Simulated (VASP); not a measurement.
Runs of VASP 6.6.1 on Zr. The structure is that of space group Pm-3m (No. 221), or close to it. The cells are those of the table. 

```tsv
task	cell	cutoff (eV)	k mesh for the DOS	occupations for the DOS	gap on the mesh (eV)	pressure (GPa)
single point	a = 2.794 Å, 1 atom	520	-	-	none	(b)
single point	a = 2.526 Å, 1 atom	520	-	-	none	57.6
single point	a = 2.201 Å, 1 atom	520	-	-	none	293.7
single point	a = 2.710 Å, 1 atom	520	-	-	none	17.4
single point	a = 2.423 Å, 1 atom	520	-	-	none	(a)
relaxation of cell and atoms	relaxed from a = 2.895 Å, 1 atom	600	-	-	none	0.0
single point	a = 2.310 Å, 1 atom	520	-	-	none	175.2
```

Alike in all rows: level PBEsol; potentials or basis VASP PAW PBE potentials, release 64 (Zr_sv); no spin polarisation; k mesh 13 × 13 × 13; smearing fermi-dirac 0.1 eV.

Question: Estimate the missing entries.

Answer: (a) 100.0; (b) 7.1.

Caveats: the PAW data sets were made with another functional, which shifts forces and pressure a little.

A k mesh can miss the band edges, and the runs leave out spin-orbit coupling on Zr.

A gap of «none» marks levels without a gap at the run's occupations.
